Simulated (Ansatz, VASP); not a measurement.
## One calculation of TaC3, two programs

```
CELL_PARAMETERS angstrom
4.20414 0.00000 0.00000
0.00000 4.20414 0.00000
0.00000 0.00000 4.20414
ATOMIC_POSITIONS crystal
Ta 0.50000 0.50000 0.50000
C 0.00000 0.50000 0.50000
C 0.50000 0.00000 0.50000
C 0.50000 0.50000 0.00000
```

Alike in both runs: functional PBE; k mesh 12 × 12 × 12; occupations gaussian, width 0.1 eV; no spin polarisation.

Ansatz relaxed the structure, and its values are those at the end. VASP's run is a single point on that final structure, the one shown.

```csv
,VASP,Ansatz
version,VASP 6.6.1,Ansatz 0.2.0
potentials or method,"VASP PAW PBE potentials, release 64 (Ta_pv, C), cutoff 520 eV","scalar-relativistic, plane waves, PAW"
valence electrons in the cell,23,25
```

VASP gave:

- gap on the k mesh at the Fermi level (eV): none
- pressure (GPa): 0.2

Q: What did Ansatz give for the same quantities?

A: gap on the k mesh at the Fermi level (eV): none; pressure (GPa): 0.0.

A gap of «none» marks a metal or a gap that the smearing closes. With one functional, cell and mesh, what is left measures potentials, basis and numerics. VASP's potentials hold 23 valence electrons a cell and Ansatz's 25, so a difference there can come from the potentials and not from the codes.

Spin-orbit coupling is off throughout.
